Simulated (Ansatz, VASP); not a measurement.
# One calculation of BeHF3, two programs

```
CELL_PARAMETERS angstrom
3.44884 0.00000 0.00000
0.00000 3.44884 0.00000
0.00000 0.00000 3.44884
ATOMIC_POSITIONS crystal
Be 0.50000 0.50000 0.50000
H 0.00000 0.00000 0.00000
F 0.00000 0.50000 0.50000
F 0.50000 0.00000 0.50000
F 0.50000 0.50000 0.00000
```

Change from the starting cell: species swapped into the Ba3PbO type (Pm-3m, No. 221).

Alike in both runs: functional PBE; k mesh 4 × 4 × 4; occupations gaussian, width 0.1 eV; no spin polarisation.

Ansatz relaxed the structure, and its values are those at the end. VASP's run is a single point on that final structure, the one shown.

```csv
,VASP,Ansatz
version,VASP 6.6.1,Ansatz 0.2.0
potentials or method,"VASP PAW PBE potentials, release 64 (Be, H, F), cutoff 520 eV","scalar-relativistic, plane waves, PAW"
valence electrons in the cell,24,24
```

VASP gave:

- gap on the k mesh at the Fermi level (eV): none
- pressure (GPa): -0.2

Q: Estimate Ansatz's values.

A: gap on the k mesh at the Fermi level (eV): none; pressure (GPa): 0.0.

A gap of «none» marks a metal or a gap that the smearing closes. With one functional, cell and mesh, what is left measures potentials, basis and numerics.

The k mesh is coarse, so the values compare programs but aren't converged.
